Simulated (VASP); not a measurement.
Write the native input for VASP 6.6.1 that does the following.

```
Task                            : G0W0 quasiparticle levels
Functional                      : PBEsol
Potentials or basis             : VASP PAW PBE potentials, release 64 (Mg_GW, O_GW)
Cutoff                          : 500 eV
k mesh                          : 6 × 6 × 4
Occupations                     : gaussian, width 0.01 eV
Spin                            : no spin polarisation
Dipole correction               : no
GW scheme                       : G0W0
GW iterations                   : 1
Cutoff of the response function : 80
Frequency points                : 48
Empty bands                     : 40
Further INCAR settings          : ALGO = EVGW0; EDIFF = 1e-08; NBANDS = 44
```

MgO:

```
CELL_PARAMETERS angstrom
2.93802 0.00000 0.00000
-1.46901 2.54440 0.00000
0.00000 0.00000 2.67968
ATOMIC_POSITIONS crystal
Mg 0.00000 0.00000 0.00000
O 0.33333 0.66667 0.50000
```

The input as run:

POSCAR

```
MgO
1.0
    2.9380210000      0.0000000000      0.0000000000
   -1.4690105000      2.5444008229      0.0000000000
    0.0000000000      0.0000000000      2.6796800000
Mg O
1 1
Direct
    0.0000000000      0.0000000000      0.0000000000
    0.3333333333      0.6666666667      0.5000000000
```

INCAR.step1

```
PREC     = Accurate       # precision mode
ENCUT    = 500            # plane-wave cutoff, eV
EDIFF    = 1E-8           # SCF threshold, eV
ISMEAR   = 0              # smearing method
SIGMA    = 0.01           # smearing width, eV
LREAL    = False          # projectors in reciprocal space
LASPH    = True           # aspherical terms in the spheres
NELM     = 60             # most SCF steps
ALGO     = Normal         # electronic algorithm
LWAVE    = True           # write WAVECAR
LCHARG   = False          # write CHGCAR
GGA      = PS             # functional
```

INCAR.step2

```
PREC     = Accurate       # precision mode
ENCUT    = 500            # plane-wave cutoff, eV
EDIFF    = 1E-8           # SCF threshold, eV
ISMEAR   = 0              # smearing method
SIGMA    = 0.01           # smearing width, eV
LREAL    = False          # projectors in reciprocal space
LASPH    = True           # aspherical terms in the spheres
NELM     = 1              # most SCF steps
ALGO     = Exact          # electronic algorithm
LWAVE    = True           # write WAVECAR
LCHARG   = False          # write CHGCAR
GGA      = PS             # functional
NBANDS   = 44             # bands
LOPTICS  = True           # frequency-dependent dielectric function
ISTART   = 1
```

INCAR.step3

```
PREC     = Accurate       # precision mode
ENCUT    = 500            # plane-wave cutoff, eV
EDIFF    = 1E-8           # SCF threshold, eV
ISMEAR   = 0              # smearing method
SIGMA    = 0.01           # smearing width, eV
LREAL    = False          # projectors in reciprocal space
LASPH    = True           # aspherical terms in the spheres
ALGO     = EVGW0          # electronic algorithm
LWAVE    = False          # write WAVECAR
LCHARG   = False          # write CHGCAR
GGA      = PS             # functional
NELMGW   = 1            
NBANDS   = 44             # bands
ENCUTGW  = 80.0           # cutoff of the response function
NOMEGA   = 48             # frequency points
PRECFOCK = Fast         
ISTART   = 1            
NBANDSGW = 12
```

KPOINTS

```
Automatic mesh
0
Gamma
  6 6 4
```

Potentials or basis: VASP PAW PBE potentials, release 64 (Mg_GW, O_GW).

Launch:

```sh
$ cat potpaw_PBE.64/Mg_GW/POTCAR potpaw_PBE.64/O_GW/POTCAR > POTCAR
$ cp INCAR.step1 INCAR
$ mpirun -np 1 vasp_std > vasp.out
$ cp INCAR.step2 INCAR
$ mpirun -np 1 vasp_std > vasp.out
$ cp INCAR.step3 INCAR
$ mpirun -np 1 vasp_std > vasp.out
```

It gave:

- Band gap on the k mesh, mean-field level: 2.91 eV, indirect (least direct gap 3.32 eV)
- Quasiparticle gap: 4.79 eV
- Least direct quasiparticle gap: 5.26 eV

Caveat: the k points lie up to 0.59 Å⁻¹ apart; bands, screening cutoff and mesh are small and nothing is extrapolated, so the quasiparticle values aren't converged.

Wall time 110 s on 1 thread of Intel Xeon 6975P-C (shared host), peak memory 0.27 GiB.
